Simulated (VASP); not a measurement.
# Ag (P6_3/mmc) in VASP: notebook, part 2 of 2

VASP 6.6.1.

**4. Relaxation of cell and atoms, PBE**

This run uses another cell than the first one, of 17.10 Å³/atom, 0.956 times its volume.

Input file INCAR:

```
  PREC = Accurate
  ENCUT = 600
  EDIFF = 1E-6
  ISMEAR = 0
  SIGMA = 0.05
  LREAL = False
  LASPH = True
  NELM = 100
  ALGO = Normal
  ISIF = 3
  LWAVE = False
  LCHARG = False
  GGA = PE
  IBRION = 2
  NSW = 80
  EDIFFG = -0.03
```

Input file KPOINTS:

```
regular mesh
0
Gamma
  8 8 4
```

Input file POSCAR:

```
Ag
1.0
    2.8918669462      0.0000000000      0.0000000000
   -1.4459334731      2.5044302398      0.0000000000
    0.0000000000      0.0000000000      4.7233826788
Ag
2
Direct
    0.3333333333      0.6666666667      0.7500000000
    0.6666666667      0.3333333333      0.2500000000
```

Potentials or basis: VASP PAW PBE potentials, release 64 (Ag).

On the command line:

```sh
$ cat potpaw_PBE.64/Ag/POTCAR > POTCAR
$ mpirun -np 1 vasp_std > vasp.out
```

OUTCAR:

```text
PREC = Accurate
   ENCUT = 600
   EDIFF = 1E-6
   ISMEAR = 0
   LREAL = False
   LASPH = True
   NELM = 100
   ISIF = 3
   GGA = PE
   IBRION = 2
   NSW = 80
   EDIFFG = -0.03

 ion  position               nearest neighbor table
   1  0.333  0.667  0.750-   2 2.89   2 2.89   2 2.89   2 2.89   2 2.89   2 2.89
   2  0.667  0.333  0.250-   1 2.89   1 2.89   1 2.89   1 2.89   1 2.89   1 2.89

  LATTYP: Found a hexagonal cell.
 ALAT       =     2.8918669462
 C/A-ratio  =     1.6333333333

  Lattice vectors:

 A1 = (   2.8918669462,   0.0000000000,   0.0000000000)
 A2 = (  -1.4459334731,   2.5044302398,   0.0000000000)
 A3 = (   0.0000000000,   0.0000000000,   4.7233826788)

Analysis of symmetry for initial positions (statically):
=====================================================================
 Subroutine PRICEL returns:
 Original cell was already a primitive cell.

 Routine SETGRP: Setting up the symmetry group for a
 hexagonal supercell.

 Subroutine GETGRP returns: Found 24 space group operations
 (whereof 12 operations were pure point group operations)
 out of a pool of 24 trial point group operations.

The static configuration has the point symmetry D_3d.
 The point group associated with its full space group is D_6h.

Analysis of symmetry for dynamics (positions and initial velocities):
=====================================================================
 Subroutine PRICEL returns:
 Original cell was already a primitive cell.

 Routine SETGRP: Setting up the symmetry group for a
 hexagonal supercell.

 Subroutine GETGRP returns: Found 24 space group operations
 (whereof 12 operations were pure point group operations)
 out of a pool of 24 trial point group operations.

The dynamic configuration has the point symmetry D_3d.
 The point group associated with its full space group is D_6h.

 Subroutine INISYM returns: Found 24 space group operations
 (whereof 12 operations are pure point group operations),
[... 137 lines left out ...]

 number of electron      21.9999997 magnetization

 Free energy of the ion-electron system (eV)
  ---------------------------------------------------
  ext. energy  EPLUGINS =         0.00000000
  ---------------------------------------------------
  free energy    TOTEN  =        -5.37768091 eV

  energy without entropy =       -5.37493838  energy(sigma->0) =       -5.37630964

------------------------ aborting loop because EDIFF is reached ----------------------------------------

  FORCE on cell =-STRESS in cart. coord.  units (eV):
  Direction    XX          YY          ZZ          XY          YZ          ZX
  --------------------------------------------------------------------------------------
  -------------------------------------------------------------------------------------
  Total        1.1241946      1.1241946      0.8479431      0.0000000      0.0000000      0.0000000
  in kB       52.6516142     52.6516142     39.7133862      0.0000000      0.0000000      0.0000000
  external PRESSURE =      48.3388715 kB  Pullay stress =       0.0000000 kB
[... 131 lines left out ...]
--------------------------------------- Ionic step        5  -------------------------------------------

 number of electron      22.0000006 magnetization

 Free energy of the ion-electron system (eV)
  ---------------------------------------------------
  ext. energy  EPLUGINS =         0.00000000
  ---------------------------------------------------
  free energy    TOTEN  =        -5.40194781 eV

  energy without entropy =       -5.39927263  energy(sigma->0) =       -5.40061022

 E-fermi :   7.5880     XC(G=0): -11.9154

 val. band max:        7.5798327221   @ k =   0.3750   0.1250   0.2500
 cond. band min:       7.8662195397   @ k =   0.5000   0.0000   0.0000
 fundamental gap:      0.2863868176
 Fermi energy:         7.5880223295

 k-point     1 :       0.0000    0.0000    0.0000
  band No.  band energies     occupation
      1       0.3522      2.00000
      2       1.6754      2.00000
      3       3.1612      2.00000
      4       3.2255      2.00000
      5       3.2255      2.00000
      6       3.4497      2.00000
      7       3.4497      2.00000
      8       3.7340      2.00000
      9       3.7340      2.00000
     10       4.6916      2.00000
     11       4.6916      2.00000
     12       7.5531      1.67720
     13      11.1994      0.00000
     14      23.2180      0.00000
[... 401 lines left out ...]
      2       1.9177      2.00000
      3       2.4999      2.00000
      4       2.4999      2.00000
      5       3.8735      2.00000
      6       3.8735      2.00000
      7       4.3790      2.00000
      8       4.3790      2.00000
      9       4.6867      2.00000
     10       4.6867      2.00000
     11       7.0198      2.00000
     12       7.0198      2.00000
     13      14.4395      0.00000
     14      14.4395      0.00000
     15      21.0657      0.00000

 [... further k-points ...]

------------------------ aborting loop because EDIFF is reached ----------------------------------------

  FORCE on cell =-STRESS in cart. coord.  units (eV):
  Direction    XX          YY          ZZ          XY          YZ          ZX
  --------------------------------------------------------------------------------------
  -------------------------------------------------------------------------------------
  Total        0.0466353      0.0466353     -0.0316520      0.0000000      0.0000000      0.0000000
  in kB        2.0858188      2.0858188     -1.4156743      0.0000000      0.0000000      0.0000000
  external PRESSURE =       0.9186544 kB  Pullay stress =       0.0000000 kB
[... 17 lines left out ...]
  FREE ENERGIE OF THE ION-ELECTRON SYSTEM (eV)
  ---------------------------------------------------
  free  energy   TOTEN  =        -5.4019478124 eV

  energy  without entropy=       -5.3992726278  energy(sigma->0) =       -5.40061022

 reached required accuracy - stopping structural energy minimisation
```

CONTCAR:

```text
Ag
   1.00000000000000
     2.9442235492040130   -0.0000000000000000    0.0000000000000000
    -1.4721117746020065    2.5497723880587619   -0.0000000000000000
     0.0000000000000000   -0.0000000000000000    4.7717388356310018
  Ag
     2
Direct
     0.3333333332999970    0.6666666667000030    0.7500000000000000
     0.6666666667000030    0.3333333332999970    0.2500000000000000

  0.00000000E+00  0.00000000E+00  0.00000000E+00
  0.00000000E+00  0.00000000E+00  0.00000000E+00
```

Wall time 32 s (1 thread of Intel Xeon Platinum 8124M at 3.00GHz (Skylake/Cascade Lake), shared host); peak memory 0.17 GiB.

What came out:

- Free energy: -5.4019 eV
- Relaxed volume: 17.91 Å³/atom
- Relaxed cell: a = 2.944 Å, b = 2.944 Å, c = 4.772 Å, α = 90.00°, β = 90.00°, γ = 120.00°
- Space group after relaxing (to 0.05 Å): P6_3/mmc (No. 194)
- Energy gained by relaxing: 12.1 meV/atom
- Ionic steps: 5
- Pressure after relaxing: 0.1 GPa
- Band gap on the k mesh: zero (band 11 reaches 10.83 eV, above the bottom of band 12 at 4.40 eV)

Stress tensor (GPa, compression positive):
```
 0.21  0.00  0.00
 0.00  0.21  0.00
 0.00  0.00 -0.14
```

The path:
```tsv
step	energy change (eV)	largest force (eV/Å)	pressure (GPa)	volume (Å³)
1	0.0000	0.0000	4.83	34.21
2	-0.0172	0.0000	-2.21	36.83
3	-0.0240	0.0000	-0.05	35.87
4	-0.0240	0.0000	0.00	35.83
5	-0.0243	0.0000	0.09	35.82
```

Final structure:
```
CELL_PARAMETERS angstrom
2.94422 0.00000 0.00000
-1.47211 2.54977 0.00000
0.00000 0.00000 4.77174
ATOMIC_POSITIONS crystal
Ag 0.33333 0.66667 0.75000
Ag 0.66667 0.33333 0.25000
```

**5. Single point, PBE, non-collinear spin, zero start, spin-orbit coupling**

Input file INCAR:

```
PREC = Accurate
ENCUT = 520
EDIFF = 1E-6
ISMEAR = 0
SIGMA = 0.05
LREAL = False
LASPH = True
NELM = 150
ALGO = Normal
ISIF = 2
LWAVE = False
LCHARG = False
LNONCOLLINEAR = True
MAGMOM = 0 0 0 0 0 0
LORBIT = 11
LSORBIT = True
GGA_COMPAT = False
LORBMOM = True
LMAXMIX = 4
GGA = PE
NBANDS = 34
```

Input file KPOINTS:

```
regular mesh
0
Gamma
  16 16 10
```

Input file POSCAR:

```
Ag
1.0
    2.9375624291      0.0000000000      0.0000000000
   -1.4687812146      2.5440036888      0.0000000000
    0.0000000000      0.0000000000      4.7895567306
Ag
2
Direct
    0.3333333333      0.6666666667      0.7500000000
    0.6666666667      0.3333333333      0.2500000000
```

On the command line:

```sh
$ cat potpaw_PBE.64/Ag/POTCAR > POTCAR
$ mpirun -np 1 vasp_ncl > vasp.out
```

It took 4.8 min on 1 thread of Intel Xeon Platinum 8259CL at 2.50GHz (Skylake/Cascade Lake), shared host; peak memory 0.43 GiB.

Results (log left out):

* Free energy: -5.4795 eV
* Pressure: -0.2 GPa
* Net moment: 0.00 μB per cell
* Valence electrons inside the program's atomic spheres: Ag 9.84

Moments on the atoms (μB; x, y, z):
```
Ag  0.00 0.00 0.00
Ag  0.00 0.00 0.00
```

**6. The runs side by side**

| task | spin | cell | k mesh | cutoff (eV) | gap on the mesh (eV) | pressure (GPa) |
| --- | --- | --- | --- | --- | --- | --- |
| single point | non-collinear, zero start, SOC | a = 2.938, b = 2.938, c = 4.790 Å, angles 90.0, 90.0, 120.0°, 2 atoms | 16 × 16 × 10 | 520 | - | -0.2 |
| single point | off | a = 2.953, b = 2.953, c = 4.759 Å, angles 90.0, 90.0, 120.0°, 2 atoms | 8 × 8 × 4 | 520 | none | -0.1 |
| relaxation of cell and atoms | off | relaxed from a = 2.892, b = 2.892, c = 4.723 Å, angles 90.0, 90.0, 120.0°, 2 atoms | 8 × 8 × 4 | 600 | none | 0.1 |

Alike in all rows: level PBE; potentials or basis VASP PAW PBE potentials, release 64 (Ag); smearing gaussian 0.05 eV.

Absolute energies hang on the potentials; compare differences alone.
